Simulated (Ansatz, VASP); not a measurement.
# Two plane-wave programs on ZnSe

```
CELL_PARAMETERS angstrom
0.00000 2.83244 2.83244
2.83244 0.00000 2.83244
2.83244 2.83244 0.00000
ATOMIC_POSITIONS crystal
Zn 0.00000 0.00000 0.00000
Se 0.25000 0.25000 0.25000
```

Alike in both runs: task single point; functional PBE; k mesh 6 × 6 × 6; occupations gaussian, width 0.1 eV; no spin polarisation.

```csv
,VASP,Ansatz
version,VASP 6.6.1,Ansatz 0.2.0
potentials or method,"VASP PAW PBE potentials, release 64 (Zn, Se), cutoff 520 eV","scalar-relativistic, plane waves, PAW"
valence electrons in the cell,18,28
```

```csv
,VASP,Ansatz,Ansatz less VASP
gap on the k mesh at the Fermi level (eV),1.29,1.29,-0.002
least direct gap on the mesh (eV),1.29,1.29,-0.002
pressure (GPa),2.5,2.2,-0.25
```

The functional is the same, so the differences come from potentials, cutoffs and numerics. VASP's potentials hold 18 valence electrons a cell and Ansatz's 28, so a difference there can come from the potentials and not from the codes.
